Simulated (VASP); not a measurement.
# Os in VASP: further runs

Runs on Os. Level: PBE. Tasks: single point.

Program: VASP 6.6.1. These are calculated values, not measurements. Logs are shortened: lines on timing, memory, paths and dates and some standing lists are left out, and cuts for length are marked.

## Step 1: The cell of the first run

The cell holds a slab with vacuum, 4 atoms: a = 2.734 Å, b = 2.734 Å, c = 18.480 Å, α = 90.00°, β = 90.00°, γ = 120.00°.

## Step 2: Single point, PBE

Input file INCAR:

```
SYSTEM = Os
  PREC = Accurate
  ENCUT = 520
  EDIFF = 1E-7
  ISMEAR = 1
  SIGMA = 0.1
  LREAL = .FALSE.
  LASPH = .TRUE.
  NELM = 100
  ALGO = Normal
  ISIF = 2
  LWAVE = .FALSE.
  LCHARG = .TRUE.
  LDIPOL = .TRUE.
  IDIPOL = 3
  DIPOL = 0.5 0.5 0.500
  GGA = PE
  LELF = .TRUE.
  LVHAR = .TRUE.
  LVACPOTAV = .TRUE.
  EFIELD = 0.1
  NBANDS = 24
```

Input file KPOINTS:

```
Automatic mesh
0
G
  7 7 1
  0 0 0
```

Input file POSCAR:

```
Os
1.0
    2.7341000000      0.0000000000      0.0000000000
   -1.3670500000      2.3678000000      0.0000000000
    0.0000000000      0.0000000000     18.4795500000
Os
4
Direct
    0.3333333333      0.6666666667      0.3246832309
    0.6666666667      0.3333333333      0.4415610770
    0.3333333333      0.6666666667      0.5584389230
    0.6666666667      0.3333333333      0.6753167691
```

Potentials or basis: VASP PAW PBE potentials, release 64 (Os).

Command:

```console
> cat potpaw_PBE.64/Os/POTCAR > POTCAR
> mpirun -np 1 vasp_std > vasp.out
```

OUTCAR:

```text
SYSTEM = Os
   PREC = Accurate
   ENCUT = 520
   EDIFF = 1E-7
   ISMEAR = 1
   LREAL = .FALSE.
   LASPH = .TRUE.
   NELM = 100
   ISIF = 2
   GGA = PE

 ion  position               nearest neighbor table
   1  0.333  0.667  0.325-   2 2.68   2 2.68   2 2.68
   2  0.667  0.333  0.442-   3 2.68   1 2.68   3 2.68   3 2.68   1 2.68   1 2.68
   3  0.333  0.667  0.558-   2 2.68   4 2.68   2 2.68   2 2.68   4 2.68   4 2.68
   4  0.667  0.333  0.675-   3 2.68   3 2.68   3 2.68

  LATTYP: Found a hexagonal cell.
 ALAT       =     2.7341000000
 C/A-ratio  =     6.7589151823

  Lattice vectors:

 A1 = (   2.7341000000,   0.0000000000,   0.0000000000)
 A2 = (  -1.3670500000,   2.3678000000,   0.0000000000)
 A3 = (   0.0000000000,   0.0000000000,  18.4795500000)

Analysis of symmetry for initial positions (statically):
=====================================================================
 Subroutine PRICEL returns:
 Original cell was already a primitive cell.

 Routine SETGRP: Setting up the symmetry group for a
 hexagonal supercell.

 Subroutine GETGRP returns: Found 12 space group operations
 (whereof 12 operations were pure point group operations)
 out of a pool of 24 trial point group operations.

The static configuration has the point symmetry D_3d.

Analysis of symmetry for dynamics (positions and initial velocities):
=====================================================================
 An external electric field (EFIELD) may reduce the allowed symmetry operations
 Subroutine PRICEL returns:
 Original cell was already a primitive cell.

 Routine SETGRP: Setting up the symmetry group for a
 hexagonal supercell.

 Subroutine GETGRP returns: Found  6 space group operations
 (whereof  6 operations were pure point group operations)
 out of a pool of 24 trial point group operations.

The dynamic configuration has the point symmetry C_3v.

 Subroutine INISYM returns: Found  6 space group operations
 (whereof  6 operations are pure point group operations),
 and found     1 'primitive' translations

----------------------------------------------------------------------------------------

                                     Primitive cell

  volume of cell :     119.6329

  direct lattice vectors                    reciprocal lattice vectors
     2.734100000  0.000000000  0.000000000     0.365751070  0.211166484  0.000000000
    -1.367050000  2.367800000  0.000000000     0.000000000  0.422332967  0.000000000
     0.000000000  0.000000000 18.479550000     0.000000000  0.000000000  0.054113872

  length of vectors
     2.734100000  2.734099951 18.479550000     0.422332960  0.422332967  0.054113872

  position of ions in fractional coordinates (direct lattice)
     0.333333333  0.666666667  0.324683231
     0.666666667  0.333333333  0.441561077
     0.333333333  0.666666667  0.558438923
     0.666666667  0.333333333  0.675316769

  ion indices of the primitive-cell ions
   primitive index   ion index
                 1           1
                 2           2
                 3           3
                 4           4

----------------------------------------------------------------------------------------

 KPOINTS: Automatic mesh

Automatic generation of k-mesh.
 Grid dimensions read from file:
 generate k-points for:    7    7    1

 Generating k-lattice:

  Cartesian coordinates                     Fractional coordinates (reciprocal lattice)
     0.052250153  0.030166641  0.000000000     0.142857143  0.000000000  0.000000000
     0.000000000  0.060333281  0.000000000     0.000000000  0.142857143  0.000000000
     0.000000000  0.000000000  0.054113872     0.000000000  0.000000000  1.000000000

  Length of vectors
     0.060333280  0.060333281  0.054113872

  Shift w.r.t. Gamma in fractional coordinates (k-lattice)
     0.000000000  0.000000000  0.000000000

 Subroutine IBZKPT returns following result:
 ===========================================

 Found      8 irreducible k-points:

 Following reciprocal coordinates:
            Coordinates               Weight
  0.000000  0.000000  0.000000      1.000000
  0.142857  0.000000  0.000000      6.000000
  0.285714  0.000000  0.000000      6.000000
  0.428571  0.000000  0.000000      6.000000
  0.142857  0.142857  0.000000      6.000000
  0.285714  0.142857  0.000000     12.000000
  0.428571  0.142857  0.000000      6.000000
  0.285714  0.285714  0.000000      6.000000
   k-points           NKPTS =      8   k-points in BZ     NKDIM =      8   number of bands    NBANDS=     24
   number of dos      NEDOS =    301   number of ions     NIONS =      4
   total plane-waves  NPLWV =  56000
   dimension x,y,z NGX =    20 NGY =   20 NGZ =  140
   dimension x,y,z NGXF=    40 NGYF=   40 NGZF=  280
   ions per type =               4
   NGX,Y,Z   is equivalent  to a cutoff of  12.16, 12.16, 12.59 a.u.
   NGXF,Y,Z  is equivalent  to a cutoff of  24.32, 24.32, 25.19 a.u.
 SYSTEM =  Os
[... 46 lines left out ...]

 dipolmoment           0.000000      0.000000     -0.130974 electrons x Angstroem

 number of electron      31.9999998 magnetization

 dipolmoment           0.000000      0.000000      0.035932 electrons x Angstroem

 Free energy of the ion-electron system (eV)
  ---------------------------------------------------
  ext. energy  EPLUGINS =         0.00000000
  ---------------------------------------------------
  free energy    TOTEN  =       -42.50012327 eV

  energy without entropy =      -42.49216822  energy(sigma->0) =      -42.49747159

 E-fermi :   1.7110     XC(G=0):  -7.7047

 val. band max:        1.6823356928   @ k =   0.2857   0.0000   0.0000
 cond. band min:       1.7193004185   @ k =   0.2857   0.1429   0.0000
 fundamental gap:      0.0369647257
 Fermi energy:         1.7110405023

 k-point     1 :       0.0000    0.0000    0.0000
  band No.  band energies     occupation
      1      -8.6453      2.00000
      2      -7.0729      2.00000
      3      -5.8462      2.00000
      4      -5.7858      2.00000
      5      -1.5219      2.00000
      6      -1.5219      2.00000
[... 16 lines left out ...]
     23       3.1034     -0.00000
     24       3.4000     -0.00000

 k-point     2 :       0.1429    0.0000    0.0000
  band No.  band energies     occupation
      1      -7.8749      2.00000
      2      -6.3436      2.00000
      3      -5.1424      2.00000
      4      -5.0023      2.00000
      5      -2.4081      2.00000
      6      -2.0946      2.00000
[... 16 lines left out ...]
     23       3.6178     -0.00000
     24       4.1637      0.00000

 k-point     3 :       0.2857    0.0000    0.0000
  band No.  band energies     occupation
      1      -6.2427      2.00000
      2      -5.2794      2.00000
      3      -4.4893      2.00000
      4      -4.1971      2.00000
      5      -3.3085      2.00000
      6      -2.7766      2.00000
[... 16 lines left out ...]
     23       3.8941      0.00000
     24       5.7744      0.00000

 k-point     4 :       0.4286    0.0000    0.0000
  band No.  band energies     occupation
      1      -5.6668      2.00000
      2      -5.4974      2.00000
      3      -5.0265      2.00000
      4      -4.4135      2.00000
      5      -3.7127      2.00000
      6      -3.5341      2.00000
[... 16 lines left out ...]
     23       4.8963      0.00000
     24       7.0501      0.00000

 k-point     5 :       0.1429    0.1429    0.0000
  band No.  band energies     occupation
      1      -6.5742      2.00000
      2      -5.2747      2.00000
      3      -4.1630      2.00000
      4      -3.8986      2.00000
      5      -3.1839      2.00000
      6      -2.8772      2.00000
[... 16 lines left out ...]
     23       3.7318      0.00000
     24       5.4635      0.00000

 k-point     6 :       0.2857    0.1429    0.0000
  band No.  band energies     occupation
      1      -5.2244      2.00000
      2      -4.8578      2.00000
      3      -4.2121      2.00000
      4      -4.1062      2.00000
      5      -3.2084      2.00000
      6      -3.0846      2.00000
[... 16 lines left out ...]
     23       5.0676      0.00000
     24       7.1584      0.00000

 k-point     7 :       0.4286    0.1429    0.0000
  band No.  band energies     occupation
      1      -5.1318      2.00000
      2      -5.1169      2.00000
      3      -4.6014      2.00000
      4      -3.8302      2.00000
      5      -3.5899      2.00000
      6      -3.3409      2.00000
[... 16 lines left out ...]
     23       7.3046      0.00000
     24       7.5567      0.00000

 k-point     8 :       0.2857    0.2857    0.0000
  band No.  band energies     occupation
      1      -4.5049      2.00000
      2      -4.1568      2.00000
      3      -4.0120      2.00000
      4      -3.3518      2.00000
      5      -3.1607      2.00000
      6      -3.0035      2.00000
[... 16 lines left out ...]
     23       8.4698      0.00000
     24       8.5948      0.00000

------------------------ aborting loop because EDIFF is reached ----------------------------------------

  FORCE on cell =-STRESS in cart. coord.  units (eV):
  Direction    XX          YY          ZZ          XY          YZ          ZX
  --------------------------------------------------------------------------------------
  -------------------------------------------------------------------------------------
  Total       -2.4236297     -2.4236296     -2.9027087      0.0000000      0.0000000      0.0000000
  in kB      -32.4583204    -32.4583188    -38.8743588      0.0000000      0.0000000      0.0000000
  external PRESSURE =     -34.5969993 kB  Pullay stress =       0.0000000 kB

 VOLUME and BASIS-vectors are now :
 -----------------------------------------------------------------------------
  energy-cutoff  :      520.00
  volume of cell :      119.63
      direct lattice vectors                 reciprocal lattice vectors
     2.734100000  0.000000000  0.000000000     0.365751070  0.211166484  0.000000000
    -1.367050000  2.367800000  0.000000000     0.000000000  0.422332967  0.000000000
     0.000000000  0.000000000 18.479550000     0.000000000  0.000000000  0.054113872

 POSITION                                       TOTAL-FORCE (eV/Angst)
 -----------------------------------------------------------------------------------
     -0.00000      1.57853      6.00000         0.000000      0.000000      0.747441
      1.36705      0.78927      8.15985         0.000000      0.000000     -0.915316
     -0.00000      1.57853     10.31970        -0.000000      0.000000      0.905581
      1.36705      0.78927     12.47955         0.000000      0.000000     -0.737706
 -----------------------------------------------------------------------------------
    total drift:                               -0.000000      0.000000     -0.000089

  FREE ENERGIE OF THE ION-ELECTRON SYSTEM (eV)
  ---------------------------------------------------
  free  energy   TOTEN  =       -42.5001232723 eV

  energy  without entropy=      -42.4921682234  energy(sigma->0) =      -42.49747159
```

It took 45 s on 1 thread of Intel Xeon 6975P-C (Granite Rapids), shared host; peak memory 0.22 GiB.

Results:

```
Free energy            : -42.5001 eV
Largest force          : 0.915 eV/Å
Band gap on the k mesh : zero (band 16 reaches 2.87 eV, above the bottom of band 17 at 0.52 eV)
```

Forces on the atoms (eV/Å):
```
Os   0.000  0.000  0.747
Os   0.000  0.000 -0.915
Os   0.000  0.000  0.906
Os   0.000  0.000 -0.738
```

Levels at points of the mesh, in eV from the Fermi level:
```csv
k point,band 12,band 13,band 14,band 15,band 16,band 17,band 18,band 19,band 20,band 21
"(0.00, 0.00, 0.00)",-2.34,-2.34,-2.20,-2.20,-0.82,-0.82,-0.69,0.30,0.42,0.42
```

Caveat: the k points lie up to 0.38 Å⁻¹ apart; spin-orbit coupling is left out, which moves the levels of the heavy elements.

## Step 3: Single point, PBE

Input file INCAR:

```
SYSTEM = Os
PREC     = Accurate       ! precision mode
ENCUT    = 520            ! plane-wave cutoff, eV
EDIFF    = 1E-6           ! SCF threshold, eV
ISMEAR   = 1              ! smearing method
SIGMA    = 0.1            ! smearing width, eV
LREAL    = .False.        ! projectors in reciprocal space
LASPH    = .True.         ! aspherical terms in the spheres
NELM     = 60             ! most SCF steps
ALGO     = Normal         ! electronic algorithm
ISIF     = 2              ! what is computed and relaxed
LWAVE    = .False.        ! write WAVECAR
LCHARG   = .False.        ! write CHGCAR
LDIPOL   = .True.       
IDIPOL   = 3            
DIPOL    = 0.5 0.5 0.500
GGA      = PE             ! functional
EFIELD   = 0.05         
NBANDS   = 24             ! bands
```

Input file KPOINTS:

```
regular mesh
0
Gamma
  7 7 1
  0 0 0
```

POSCAR is that of step 2.

Potentials or basis: VASP PAW PBE potentials, release 64 (Os).

Command:

```console
> cat potpaw_PBE.64/Os/POTCAR > POTCAR
> mpirun -np 1 vasp_std > vasp.out
```

Wall time 38 s (1 thread of Intel Xeon 6975P-C (Granite Rapids), shared host); peak memory 0.22 GiB.

Results (log left out):

* Free energy: -42.4988 eV
* Largest force: 0.913 eV/Å
* Band gap on the k mesh: zero (band 16 reaches 2.87 eV, above the bottom of band 17 at 0.53 eV)

Forces in eV/Å, atoms in the order of the input:
```
Os   0.000  0.000  0.745
Os   0.000  0.000 -0.913
Os   0.000  0.000  0.908
Os   0.000  0.000 -0.740
```

Levels at points of the mesh, in eV from the Fermi level:
| k point | band 14 | band 15 | band 16 | band 17 | band 18 | band 19 |
| --- | --- | --- | --- | --- | --- | --- |
| (0.00, 0.00, 0.00) | -2.20 | -2.20 | -0.82 | -0.82 | -0.69 | 0.30 |

Caveat: the k points lie up to 0.38 Å⁻¹ apart; spin-orbit coupling is left out, which moves the levels of the heavy elements.

## Step 4: Single point, PBE

Input file INCAR:

```
SYSTEM = Os
PREC = Accurate
ENCUT = 520
EDIFF = 1E-6
ISMEAR = 1
SIGMA = 0.1
LREAL = .FALSE.
LASPH = .TRUE.
NELM = 100
ALGO = Normal
ISIF = 2
LWAVE = .FALSE.
LCHARG = .FALSE.
LDIPOL = .TRUE.
IDIPOL = 3
DIPOL = 0.5 0.5 0.500
GGA = PE
NBANDS = 24
```

Input file KPOINTS:

```
regular mesh
0
G
  7 7 1
  0 0 0
```

POSCAR is that of step 3.

Command:

```console
> cat potpaw_PBE.64/Os/POTCAR > POTCAR
> mpirun -np 1 vasp_std > vasp.out
```

Wall time 25 s (1 thread of Intel Xeon 6975P-C (Granite Rapids), shared host); peak memory 0.22 GiB.

It converged, with:

```
Free energy            : -42.4983 eV
Largest force          : 0.910 eV/Å
Band gap on the k mesh : zero (band 16 reaches 2.87 eV, above the bottom of band 17 at 0.53 eV)
```

Forces on the atoms (eV/Å):
```
Os   0.000  0.000  0.743
Os   0.000  0.000 -0.910
Os   0.000  0.000  0.910
Os   0.000  0.000 -0.743
```

Levels at points of the mesh, in eV from the Fermi level:
| k point | band 12 | band 13 | band 14 | band 15 | band 16 | band 17 | band 18 | band 19 | band 20 | band 21 |
| --- | --- | --- | --- | --- | --- | --- | --- | --- | --- | --- |
| (0.00, 0.00, 0.00) | -2.34 | -2.34 | -2.20 | -2.20 | -0.82 | -0.82 | -0.69 | 0.30 | 0.42 | 0.42 |

Caveat: the k points lie up to 0.38 Å⁻¹ apart; spin-orbit coupling is left out, which moves the levels of the heavy elements.

## Step 5: Single point, PBE

Input file INCAR:

```
SYSTEM = Os
ALGO     = Normal         ! electronic algorithm
DIPOL    = 0.5 0.5 0.500
EDIFF    = 1E-7           ! SCF threshold, eV
EFIELD   = -0.05        
ENCUT    = 520            ! plane-wave cutoff, eV
GGA      = PE             ! functional
IDIPOL   = 3            
ISIF     = 2              ! what is computed and relaxed
ISMEAR   = 1              ! smearing method
LASPH    = .TRUE.         ! aspherical terms in the spheres
LCHARG   = .FALSE.        ! write CHGCAR
LDIPOL   = .TRUE.       
LREAL    = .FALSE.        ! projectors in reciprocal space
LWAVE    = .FALSE.        ! write WAVECAR
NBANDS   = 24             ! bands
NELM     = 100            ! most SCF steps
PREC     = Accurate       ! precision mode
SIGMA    = 0.1            ! smearing width, eV
```

Input file KPOINTS:

```
k-points
0
G
  7 7 1
  0 0 0
```

POSCAR is that of step 4.

Command:

```console
> cat potpaw_PBE.64/Os/POTCAR > POTCAR
> mpirun -np 1 vasp_std > vasp.out
```

Wall time 40 s (1 thread of Intel Xeon 6975P-C (Granite Rapids), shared host); peak memory 0.22 GiB.

The run converged. Its results:

```yaml
Free_energy: -42.4988 eV
Largest_force: 0.913 eV/Å
Band_gap_on_the_k_mesh: zero (band 16 reaches 2.87 eV, above the bottom of band 17 at 0.53 eV)
```

Forces in eV/Å, atoms in the order of the input:
```
Os   0.000  0.000  0.740
Os   0.000  0.000 -0.908
Os   0.000  0.000  0.913
Os   0.000  0.000 -0.745
```

Levels at points of the mesh, in eV from the Fermi level:
```
           k point  band 13  band 14  band 15  band 16  band 17  band 18  band 19  band 20
(0.00, 0.00, 0.00)    -2.34    -2.20    -2.20    -0.82    -0.82    -0.69     0.30     0.42
```

Caveat: the k points lie up to 0.38 Å⁻¹ apart; spin-orbit coupling is left out, which moves the levels of the heavy elements.

## Step 6: Single point, PBE

Input file INCAR:

```
  ALGO = Normal
  DIPOL = 0.5 0.5 0.500
  EDIFF = 1E-7
  EFIELD = -0.1
  ENCUT = 520
  GGA = PE
  IDIPOL = 3
  ISIF = 2
  ISMEAR = 1
  LASPH = T
  LCHARG = F
  LDIPOL = T
  LREAL = F
  LWAVE = F
  NBANDS = 24
  NELM = 60
  PREC = Accurate
  SIGMA = 0.1
```

Input file KPOINTS:

```
k-points
0
Gamma
  7 7 1
```

POSCAR is that of step 5.

Potentials or basis: VASP PAW PBE potentials, release 64 (Os).

Command:

```console
> cat potpaw_PBE.64/Os/POTCAR > POTCAR
> mpirun -np 1 vasp_std > vasp.out
```

Run time: 35 s. Hardware: 1 thread of Intel Xeon 6975P-C (Granite Rapids), shared host; peak memory 0.22 GiB.

Results (log left out):

| Property | Result |
| --- | --- |
| Free energy | -42.5001 eV |
| Largest force | 0.915 eV/Å |
| Band gap on the k mesh | zero (band 16 reaches 2.87 eV, above the bottom of band 17 at 0.52 eV) |

Forces in eV/Å, atoms in the order of the input:
```
Os   0.000  0.000  0.738
Os   0.000  0.000 -0.906
Os   0.000  0.000  0.915
Os   0.000  0.000 -0.747
```

Levels at points of the mesh, in eV from the Fermi level:
| k point | band 13 | band 14 | band 15 | band 16 | band 17 | band 18 | band 19 | band 20 |
| --- | --- | --- | --- | --- | --- | --- | --- | --- |
| (0.00, 0.00, 0.00) | -2.34 | -2.20 | -2.20 | -0.82 | -0.82 | -0.69 | 0.30 | 0.42 |

Caveat: the k points lie up to 0.38 Å⁻¹ apart; spin-orbit coupling is left out, which moves the levels of the heavy elements.

## Step 7: Summary

| electric field (eV/Å) | gap on the mesh (eV) | largest force (eV/Å) |
| --- | --- | --- |
| -0.1 | none | 0.92 |
| -0.05 | none | 0.91 |
| - | none | 0.91 |
| 0.05 | none | 0.91 |
| 0.1 | none | 0.92 |

Alike in all rows: task single point; level PBE; potentials or basis VASP PAW PBE potentials, release 64 (Os); no spin polarisation; cell as given; k mesh 7 × 7 × 1; cutoff (eV) 520; smearing methfessel-paxton 0.1 eV.

Caveats: all runs use coarse meshes; spin-orbit coupling is left out, which moves the levels of the heavy elements.

Total energies depend on the potentials used, so only differences within one code and one set of settings carry meaning.
